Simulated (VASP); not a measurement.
Runs of VASP 6.6.1 on Nb. The structure is that of space group P6_3/mmc (No. 194), or close to it. The cells are those of the table. 

```tsv
cell	k mesh	gap on the mesh (eV)	pressure (GPa)
a = 2.803, b = 2.803, c = 5.119 Å, angles 90.0, 90.0, 120.0°, 2 atoms	14 × 14 × 7	none	14.7
a = 2.843, b = 2.843, c = 5.192 Å, angles 90.0, 90.0, 120.0°, 2 atoms	14 × 14 × 7	none	6.4
a = 2.920, b = 2.920, c = 5.333 Å, angles 90.0, 90.0, 120.0°, 2 atoms	14 × 14 × 7	none	-6.0
a = 2.882, b = 2.882, c = 5.264 Å, angles 90.0, 90.0, 120.0°, 2 atoms	14 × 14 × 7	none	-0.4
a = 2.762, b = 2.762, c = 5.044 Å, angles 90.0, 90.0, 120.0°, 2 atoms	14 × 14 × 7	none	24.7
a = 2.957, b = 2.957, c = 5.400 Å, angles 90.0, 90.0, 120.0°, 2 atoms	14 × 14 × 7	none	(a)
a = 2.882, b = 2.882, c = 5.264 Å, angles 90.0, 90.0, 120.0°, 2 atoms	21 × 21 × 10	none	-0.4
a = 2.993, b = 2.993, c = 5.466 Å, angles 90.0, 90.0, 120.0°, 2 atoms	14 × 14 × 7	none	(b)
```

Alike in all rows: task single point; level revPBE; potentials or basis VASP PAW PBE potentials, release 64 (Nb_sv); no spin polarisation; cutoff (eV) 520; smearing fermi-dirac 0.1 eV.

Estimate the missing entries.

(a) -10.7; (b) -14.5.

Caveats: the PAW data sets were made with another functional, which shifts forces and pressure a little.

A k mesh can miss the band edges, and the runs leave out spin-orbit coupling on Nb.

A gap of «none» marks levels without a gap at the run's occupations.
